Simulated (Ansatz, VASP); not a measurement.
**One calculation of Si, two programs**

File INCAR:

```
SYSTEM = Si
  PREC = Accurate
  ENCUT = 520
  EDIFF = 1E-7
  ISMEAR = 0
  SIGMA = 0.15
  LREAL = .FALSE.
  LASPH = .TRUE.
  NELM = 60
  ALGO = Normal
  ISIF = 2
  LWAVE = .FALSE.
  LCHARG = .FALSE.
  GGA = CA
  NBANDS = 8
```

KPOINTS

```
Automatic mesh
0
G
  24 24 20
  0 0 0
```

File POSCAR:

```
Si
1.0
    2.5550292445      0.0000000000      0.0000000000
   -1.2775146223      2.2127202332      0.0000000000
    0.0000000000      0.0000000000      2.5896721095
Si
1
Direct
    0.0000000000      0.0000000000      0.0000000000
```

Input for Ansatz:

```yaml
crystal:
  lattice:
    - [2.5550292445, 0.0, 0.0]
    - [-1.2775146223, 2.2127202332, 0.0]
    - [0.0, 0.0, 2.5896721095]
  atoms:
    - { symbol: Si, position: [0.0, 0.0, 0.0] }
basis:
  ecutwfc: 420
kpoints:
  mp_grid: { grid: [24, 24, 20] }
hamiltonian:
  xc: lda
scf:
  occupations: { method: gaussian, width: 0.15 }
output:
  forces: true
  stress: true
  eigenvalues: true
```

Change from the starting cell: strain -0.025 along x and y, +0.050 along z, atoms carried along.

Alike in both runs: task single point; functional LDA; k mesh 24 × 24 × 20; occupations gaussian, width 0.15 eV; no spin polarisation.

|  | VASP | Ansatz |
| --- | --- | --- |
| version | VASP 6.6.1 | Ansatz 0.2.0 |
| potentials or method | VASP PAW LDA potentials, release 64 (Si), cutoff 520 eV | scalar-relativistic, plane waves, PAW |
| valence electrons in the cell | 4 | 4 |

|  | VASP | Ansatz | Ansatz less VASP |
| --- | --- | --- | --- |
| gap on the k mesh at the Fermi level (eV) | none | none | - |
| pressure (GPa) | -0.3 | -0.4 | -0.08 |
| traceless stress, the component that is largest in VASP (GPa) | -11.59 | -11.58 | +0.013 |

LDA's correlation is that of Perdew and Zunger in VASP and of Perdew and Wang (1992) in Ansatz. A gap of «none» marks a metal or a gap that the smearing closes.
